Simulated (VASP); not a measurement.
# SrC2N2O2 (R3c) in VASP: electric field gradients with PBE

Aim: the electric field gradients of SrC2N2O2 with PBE.

All numbers are computed with VASP 6.6.1; they aren't measurements. Logs are shortened: lines on timing, memory, paths and dates and some standing lists are left out, and cuts for length are marked.

## Step 1: The cell of the first run

Symmetry: R3c, No. 161, trigonal system. Conventional cell: a = 11.862 Å, b = 11.862 Å, c = 12.698 Å, α = 90.00°, β = 90.00°, γ = 120.00°. Within 3.3 Å of Sr (site symmetry 1) lie 6 O at 2.53 to 3.10 Å and 2 N at 2.59 to 2.61 Å and 2 C at 3.03 to 3.12 Å. C (site symmetry 1) has 1 O at 1.30 Å and 2 N at 1.33 to 1.36 Å within 1.7 Å. C (site symmetry 1) has 1 O at 1.29 Å and 2 N at 1.33 to 1.35 Å within 1.7 Å. Within 1.8 Å of N (site symmetry 1) lie 2 C at 1.33 to 1.35 Å. Within 1.8 Å of N (site symmetry 1) lie 2 C at 1.33 to 1.36 Å. Within 1.7 Å of O (site symmetry 1) lie 1 C at 1.29 Å. Within 1.7 Å of O (site symmetry 1) lie 1 C at 1.30 Å.

## Step 2: Electric field gradients, PBE

INCAR

```
ALGO     = Normal         # electronic algorithm
EDIFF    = 1E-8           # SCF threshold, eV
ENCUT    = 520            # plane-wave cutoff, eV
GGA      = PE             # functional
ISIF     = 2              # what is computed and relaxed
ISMEAR   = -1             # smearing method
LASPH    = True           # aspherical terms in the spheres
LCHARG   = False          # write CHGCAR
LEFG     = True         
LREAL    = Auto         
LWAVE    = False          # write WAVECAR
NBANDS   = 147            # bands
NELM     = 100            # most SCF steps
PREC     = Accurate       # precision mode
SIGMA    = 0.02           # smearing width, eV
```

KPOINTS

```
k-points
0
Gamma
  3 3 3
```

POSCAR

```
SrC2N2O2
1.0
    5.9310000000      3.4242644466      4.2326666667
   -5.9310000000      3.4242644466      4.2326666667
    0.0000000000     -6.8485288931      4.2326666667
Sr C N O
6 12 12 12
Direct
    0.6252000000      0.2639000000      0.9723000000
    0.9723000000      0.6252000000      0.2639000000
    0.2639000000      0.9723000000      0.6252000000
    0.4723000000      0.7639000000      0.1252000000
    0.7639000000      0.1252000000      0.4723000000
    0.1252000000      0.4723000000      0.7639000000
    0.7383000000      0.6651000000      0.8831000000
    0.8831000000      0.7383000000      0.6651000000
    0.6651000000      0.8831000000      0.7383000000
    0.3831000000      0.1651000000      0.2383000000
    0.1651000000      0.2383000000      0.3831000000
    0.2383000000      0.3831000000      0.1651000000
    0.4585000000      0.4204000000      0.6282000000
    0.6282000000      0.4585000000      0.4204000000
    0.4204000000      0.6282000000      0.4585000000
    0.1282000000      0.9204000000      0.9585000000
    0.9204000000      0.9585000000      0.1282000000
    0.9585000000      0.1282000000      0.9204000000
    0.5502000000      0.5912000000      0.3753000000
    0.3753000000      0.5502000000      0.5912000000
    0.5912000000      0.3753000000      0.5502000000
    0.8753000000      0.0912000000      0.0502000000
    0.0912000000      0.0502000000      0.8753000000
    0.0502000000      0.8753000000      0.0912000000
    0.8640000000      0.6369000000      0.7853000000
    0.7853000000      0.8640000000      0.6369000000
    0.6369000000      0.7853000000      0.8640000000
    0.2853000000      0.1369000000      0.3640000000
    0.1369000000      0.3640000000      0.2853000000
    0.3640000000      0.2853000000      0.1369000000
    0.4101000000      0.3349000000      0.7468000000
    0.7468000000      0.4101000000      0.3349000000
    0.3349000000      0.7468000000      0.4101000000
    0.2468000000      0.8349000000      0.9101000000
    0.8349000000      0.9101000000      0.2468000000
    0.9101000000      0.2468000000      0.8349000000
    0.0073000000      0.7184000000      0.5743000000
    0.5743000000      0.0073000000      0.7184000000
    0.7184000000      0.5743000000      0.0073000000
    0.0743000000      0.2184000000      0.5073000000
    0.2184000000      0.5073000000      0.0743000000
    0.5073000000      0.0743000000      0.2184000000
```

Potentials or basis: VASP PAW PBE potentials, release 64 (Sr_sv, C, N, O).

On the command line:

```
$ cat potpaw_PBE.64/Sr_sv/POTCAR potpaw_PBE.64/C/POTCAR potpaw_PBE.64/N/POTCAR potpaw_PBE.64/O/POTCAR > POTCAR
$ mpirun -np 1 vasp_std > vasp.out
```

OUTCAR:

```text
EDIFF = 1E-8
   ENCUT = 520
   GGA = PE
   ISIF = 2
   ISMEAR = -1
   LASPH = True
   LREAL = Auto
   NELM = 100
   PREC = Accurate

 ion  position               nearest neighbor table
   1  0.625  0.264  0.972-  39 2.53  31 2.54  30 2.59  22 2.61  36 2.64  38 2.76  42 2.78  18 3.03
                            32 3.10  10 3.12  13 3.36   7 3.43   9 3.51   3 4.26   2 4.26   5 4.35
   2  0.972  0.625  0.264-  37 2.53  32 2.54  29 2.59  24 2.61  35 2.64  39 2.76  41 2.78  17 3.03
                            33 3.10  12 3.12  14 3.36   8 3.43   7 3.51   3 4.26   1 4.26   4 4.35
   3  0.264  0.972  0.625-  38 2.53  33 2.54  28 2.59  23 2.61  34 2.64  37 2.76  40 2.78  16 3.03
                            31 3.10  11 3.12  15 3.36   9 3.43   8 3.51   2 4.26   1 4.26   6 4.35
   4  0.472  0.764  0.125-  42 2.53  34 2.54  27 2.59  19 2.61  33 2.64  41 2.76  39 2.78  15 3.03
                            35 3.10   7 3.12  16 3.36  10 3.43  12 3.51   6 4.26   5 4.26   2 4.35
   5  0.764  0.125  0.472-  40 2.53  35 2.54  26 2.59  21 2.61  32 2.64  42 2.76  38 2.78  14 3.03
                            36 3.10   9 3.12  17 3.36  11 3.43  10 3.51   4 4.26   6 4.26   1 4.35
   6  0.125  0.472  0.764-  41 2.53  36 2.54  25 2.59  20 2.61  31 2.64  40 2.76  37 2.78  13 3.03
                            34 3.10   8 3.12  18 3.36  12 3.43  11 3.51   4 4.26   5 4.26   3 4.35
   7  0.738  0.665  0.883-  39 1.30  27 1.33  25 1.36   4 3.12   1 3.43   2 3.51
   8  0.883  0.738  0.665-  37 1.30  25 1.33  26 1.36   6 3.12   2 3.43   3 3.51
   9  0.665  0.883  0.738-  38 1.30  26 1.33  27 1.36   5 3.12   3 3.43   1 3.51
  10  0.383  0.165  0.238-  42 1.30  30 1.33  28 1.36   1 3.12   4 3.43   5 3.51
  11  0.165  0.238  0.383-  40 1.30  28 1.33  29 1.36   3 3.12   5 3.43   6 3.51
[... 17 lines left out ...]
  29  0.137  0.364  0.285-  12 1.33  11 1.36   2 2.59
  30  0.364  0.285  0.137-  10 1.33  12 1.36   1 2.59
  31  0.410  0.335  0.747-  13 1.29   1 2.54   6 2.64   3 3.10
  32  0.747  0.410  0.335-  14 1.29   2 2.54   5 2.64   1 3.10
  33  0.335  0.747  0.410-  15 1.29   3 2.54   4 2.64   2 3.10
  34  0.247  0.835  0.910-  16 1.29   4 2.54   3 2.64   6 3.10
  35  0.835  0.910  0.247-  17 1.29   5 2.54   2 2.64   4 3.10
  36  0.910  0.247  0.835-  18 1.29   6 2.54   1 2.64   5 3.10
  37  0.007  0.718  0.574-   8 1.30   2 2.53   3 2.76   6 2.78
  38  0.574  0.007  0.718-   9 1.30   3 2.53   1 2.76   5 2.78
  39  0.718  0.574  0.007-   7 1.30   1 2.53   2 2.76   4 2.78
  40  0.074  0.218  0.507-  11 1.30   5 2.53   6 2.76   3 2.78
  41  0.218  0.507  0.074-  12 1.30   6 2.53   4 2.76   2 2.78
  42  0.507  0.074  0.218-  10 1.30   4 2.53   5 2.76   1 2.78

  LATTYP: Found a trigonal (rhomboedric) cell.
 ALAT       =     8.0509511930
 COS(alpha) =    -0.0854040958

  Lattice vectors:

 A1 = (   5.9310000000,   3.4242644466,   4.2326666667)
 A2 = (  -5.9310000000,   3.4242644466,   4.2326666667)
 A3 = (   0.0000000000,  -6.8485288931,   4.2326666667)

Analysis of symmetry for initial positions (statically):
=====================================================================
 Subroutine PRICEL returns:
 Original cell was already a primitive cell.

 Routine SETGRP: Setting up the symmetry group for a
 trigonal (rhombohedral) supercell.

 Subroutine GETGRP returns: Found  6 space group operations
 (whereof  3 operations were pure point group operations)
 out of a pool of 12 trial point group operations.

The static configuration has the point symmetry C_3 .
 The point group associated with its full space group is C_3v.

Analysis of symmetry for dynamics (positions and initial velocities):
=====================================================================
 Subroutine PRICEL returns:
 Original cell was already a primitive cell.

 Routine SETGRP: Setting up the symmetry group for a
 trigonal (rhombohedral) supercell.

 Subroutine GETGRP returns: Found  6 space group operations
 (whereof  3 operations were pure point group operations)
 out of a pool of 12 trial point group operations.

The dynamic configuration has the point symmetry C_3 .
 The point group associated with its full space group is C_3v.

 Subroutine INISYM returns: Found  6 space group operations
 (whereof  3 operations are pure point group operations),
 and found     1 'primitive' translations

----------------------------------------------------------------------------------------

                                     Primitive cell

[... 166 lines left out ...]
   ISMEAR =    -1;   SIGMA  =   0.02  broadening in eV -4-tet -1-fermi 0-gaus
   EFERMI_NEDOS =   21; number of points for ismear=-14 and -15
   IALGO  =     38    algorithm
   IMIX   =      4    mixing-type and parameters
     AMIX     =   0.40;   BMIX     =  1.00
     AMIX_MAG =   1.60;   BMIX_MAG =  1.00
  volume/ion in A,a.u.               =      12.28        82.87
  Fermi-wavevector in a.u.,A,eV,Ry     =   1.268601  2.397308 21.896517  1.609349
  Thomas-Fermi vector in A             =   2.401687
   LORBIT       =      0    0 simple, 1 ext, 2 COOP (PROOUT), +10 PAW based schemes
   GGA     = PE    functional components
   LHFCALC =     F    Hartree Fock is set to
   AEXX    =    0.0000 exact exchange contribution
   IVDW    =     0    specifies the selected vdW correction
   LEPSILON=     F    determine dielectric tensor
   LRPA    =     F    only Hartree local field effects (RPA)
 non-spin polarized calculation
  energy-cutoff  :      520.00
  volume of cell :      515.78
 maximum number of plane-waves:     13903
   NGX = 29   NGY = 29   NGZ = 29

 number of electron     239.9999954 magnetization

 Free energy of the ion-electron system (eV)
  ---------------------------------------------------
  ext. energy  EPLUGINS =         0.00000000
  ---------------------------------------------------
  free energy    TOTEN  =      -332.41687091 eV

  energy without entropy =     -332.41687091  energy(sigma->0) =     -332.41687091

 E-fermi :   1.7311     XC(G=0):  -9.5751

 val. band max:        1.2334615703   @ k =   0.0000   0.0000   0.0000
 cond. band min:       5.3939078620   @ k =  -0.3333   0.3333   0.0000
 fundamental gap:      4.1604462917
 Fermi energy:         1.7311134280

 k-point     1 :       0.0000    0.0000    0.0000
  band No.  band energies     occupation
      1     -31.1608      2.00000
      2     -31.1496      2.00000
      3     -31.1496      2.00000
      4     -31.1477      2.00000
      5     -31.1477      2.00000
      6     -31.1474      2.00000
[... 799 lines left out ...]
    131       7.9041      0.00000
    132       8.1195      0.00000
 [bands above 132 left out]

------------------------ aborting loop because EDIFF is reached ----------------------------------------

  FORCE on cell =-STRESS in cart. coord.  units (eV):
  Direction    XX          YY          ZZ          XY          YZ          ZX
  --------------------------------------------------------------------------------------
  -------------------------------------------------------------------------------------
  Total       23.8199291     23.8199291      4.1002569     -0.0000000      0.0000000      0.0000000
  in kB       73.9929780     73.9929780     12.7368229     -0.0000000      0.0000000      0.0000000
  external PRESSURE =      53.5742596 kB  Pullay stress =       0.0000000 kB

 VOLUME and BASIS-vectors are now :
 -----------------------------------------------------------------------------
  energy-cutoff  :      520.00
  volume of cell :      515.78
      direct lattice vectors                 reciprocal lattice vectors
     5.931000000  3.424264447  4.232666667     0.084302816  0.048672253  0.078752559
    -5.931000000  3.424264447  4.232666667    -0.084302816  0.048672253  0.078752559
     0.000000000 -6.848528893  4.232666667     0.000000000 -0.097344507  0.078752559

 POSITION                                       TOTAL-FORCE (eV/Angst)
 -----------------------------------------------------------------------------------
      2.14287     -3.61431      7.87869         0.036376      0.037323     -0.009900
      2.05865      3.66294      7.87869        -0.050510      0.012841     -0.009900
     -4.20152     -0.04862      7.87869         0.014135     -0.050164     -0.009900
     -1.72948      3.37564      5.76235        -0.014135     -0.050164     -0.009900
      3.78813     -0.19005      5.76235        -0.036376      0.037323     -0.009900
     -2.05865     -3.18559      5.76235         0.050510      0.012841     -0.009900
[... 34 lines left out ...]
     -1.71347      1.97614      3.38613        -0.222343      0.246649      0.017147
      2.56812      0.49583      3.38613         0.324775      0.069230      0.017147
 -----------------------------------------------------------------------------------
    total drift:                               -0.000000      0.000000      0.012029

  FREE ENERGIE OF THE ION-ELECTRON SYSTEM (eV)
  ---------------------------------------------------
  free  energy   TOTEN  =      -332.4168709051 eV

  energy  without entropy=     -332.4168709051  energy(sigma->0) =     -332.41687091

 Electric field gradients (V/A^2)
---------------------------------------------------------------------
 ion       V_xx      V_yy      V_zz      V_xy      V_xz      V_yz
---------------------------------------------------------------------
   1     -60.446     8.554    51.891   -19.195   -34.751    -8.861
   2     -25.319   -26.572    51.891    39.475    25.050   -25.665
   3       7.928   -59.819    51.891   -20.280     9.701    34.526
   4       7.928   -59.819    51.891    20.280    -9.701    34.526
   5     -60.446     8.554    51.891    19.195    34.751    -8.861
   6     -25.319   -26.572    51.891   -39.475   -25.050   -25.665
[... 34 lines left out ...]
  41     -13.340    16.269    -2.929  -114.314    -3.761     6.843
  42     107.865  -104.937    -2.929    44.336     7.807    -0.165
---------------------------------------------------------------------

 Electric field gradients after diagonalization (V/A^2)
 (convention: |V_zz| > |V_xx| > |V_yy|)
----------------------------------------------------------------------
 ion       V_xx      V_yy      V_zz     asymmetry (V_yy - V_xx)/ V_zz
----------------------------------------------------------------------
   1      61.986    13.534   -75.520       0.642
   2      61.986    13.534   -75.520       0.642
   3      61.986    13.534   -75.520       0.642
   4      61.986    13.534   -75.520       0.642
   5      61.986    13.534   -75.520       0.642
   6      61.986    13.534   -75.520       0.642
[... 34 lines left out ...]
  41    -113.830    -3.387   117.217       0.942
  42    -113.830    -3.387   117.217       0.942
----------------------------------------------------------------------

           NMR quadrupolar parameters

 Cq : quadrupolar parameter    Cq=e*Q*V_zz/h
 eta: asymmetry parameters     (V_yy - V_xx)/ V_zz
 Q  : nuclear electric quadrupole moment in mb (millibarn)
----------------------------------------------------------------------
 ion       Cq(MHz)       eta       Q (mb)
----------------------------------------------------------------------
   1      -0.183       0.642       1.000
   2      -0.183       0.642       1.000
   3      -0.183       0.642       1.000
   4      -0.183       0.642       1.000
   5      -0.183       0.642       1.000
   6      -0.183       0.642       1.000
[... 34 lines left out ...]
  41       0.283       0.942       1.000
  42       0.283       0.942       1.000
----------------------------------------------------------------------
```

It took 15 min on 1 thread of Intel Xeon Platinum 8259CL at 2.50GHz (Skylake/Cascade Lake), shared host; peak memory 0.67 GiB.

What came out:

* Free energy: -332.4169 eV
* Pressure: 5.4 GPa
* Largest force: 0.959 eV/Å
* Band gap on the k mesh: 4.16 eV, indirect (least direct gap 4.17 eV)

Forces on the atoms (eV/Å):
```
Sr   0.036  0.037 -0.010
Sr  -0.051  0.013 -0.010
Sr   0.014 -0.050 -0.010
Sr  -0.014 -0.050 -0.010
Sr  -0.036  0.037 -0.010
Sr   0.051  0.013 -0.010
C    0.932 -0.181  0.138
C   -0.310  0.897  0.138
C   -0.622 -0.717  0.138
C    0.622 -0.717  0.138
C   -0.932 -0.181  0.138
C    0.310  0.897  0.138
C    0.775 -0.434  0.319
C   -0.011  0.889  0.319
C   -0.764 -0.454  0.319
C    0.764 -0.454  0.319
C   -0.775 -0.434  0.319
C    0.011  0.889  0.319
N    0.227  0.856 -0.235
N   -0.855 -0.231 -0.235
N    0.628 -0.625 -0.235
N   -0.628 -0.625 -0.235
N   -0.227  0.856 -0.235
N    0.855 -0.231 -0.235
N    0.121 -0.820 -0.128
N    0.649  0.515 -0.128
N   -0.770  0.305 -0.128
N    0.770  0.305 -0.128
N   -0.121 -0.820 -0.128
N   -0.649  0.515 -0.128
O   -0.015 -0.666 -0.101
O    0.585  0.320 -0.101
O   -0.569  0.347 -0.101
O    0.569  0.347 -0.101
O    0.015 -0.666 -0.101
O   -0.585  0.320 -0.101
O    0.222  0.247  0.017
O   -0.325  0.069  0.017
O    0.102 -0.316  0.017
O   -0.102 -0.316  0.017
O   -0.222  0.247  0.017
O    0.325  0.069  0.017
```

Electric field gradients, principal values (V/Å²):
| atom | least | middle | greatest (by size) |
| --- | --- | --- | --- |
| 1 Sr | 13.534 | 61.986 | -75.520 |
| 2 Sr | 13.534 | 61.986 | -75.520 |
| 3 Sr | 13.534 | 61.986 | -75.520 |
| 4 Sr | 13.534 | 61.986 | -75.520 |
| 5 Sr | 13.534 | 61.986 | -75.520 |
| 6 Sr | 13.534 | 61.986 | -75.520 |
| 7 C | -14.015 | -21.849 | 35.864 |
| 8 C | -14.015 | -21.849 | 35.864 |
| 9 C | -14.015 | -21.849 | 35.864 |
| 10 C | -14.015 | -21.849 | 35.864 |
| 11 C | -14.015 | -21.849 | 35.864 |
| 12 C | -14.015 | -21.849 | 35.864 |
| 13 C | -15.278 | -21.258 | 36.536 |
| 14 C | -15.278 | -21.258 | 36.536 |
| 15 C | -15.278 | -21.258 | 36.536 |
| 16 C | -15.278 | -21.258 | 36.536 |
| 17 C | -15.278 | -21.258 | 36.536 |
| 18 C | -15.278 | -21.258 | 36.536 |
| 19 N | 5.812 | 46.252 | -52.064 |
| 20 N | 5.812 | 46.252 | -52.064 |
| 21 N | 5.812 | 46.252 | -52.064 |
| 22 N | 5.812 | 46.252 | -52.064 |
| 23 N | 5.812 | 46.252 | -52.064 |
| 24 N | 5.812 | 46.252 | -52.064 |
| 25 N | 6.441 | 46.808 | -53.249 |
| 26 N | 6.441 | 46.808 | -53.249 |
| 27 N | 6.441 | 46.808 | -53.249 |
| 28 N | 6.441 | 46.808 | -53.249 |
| 29 N | 6.441 | 46.808 | -53.249 |
| 30 N | 6.441 | 46.808 | -53.249 |
| 31 O | 3.086 | 114.904 | -117.989 |
| 32 O | 3.086 | 114.904 | -117.989 |
| 33 O | 3.086 | 114.904 | -117.989 |
| 34 O | 3.086 | 114.904 | -117.989 |
| 35 O | 3.086 | 114.904 | -117.989 |
| 36 O | 3.086 | 114.904 | -117.989 |
| 37 O | -3.387 | -113.830 | 117.217 |
| 38 O | -3.387 | -113.830 | 117.217 |
| 39 O | -3.387 | -113.830 | 117.217 |
| 40 O | -3.387 | -113.830 | 117.217 |
| 41 O | -3.387 | -113.830 | 117.217 |
| 42 O | -3.387 | -113.830 | 117.217 |

Caveat: without QUAD_EFG the Cq values of the log hold for a quadrupole moment of 1 mb, not for the nuclei. A k mesh can miss the band edges.
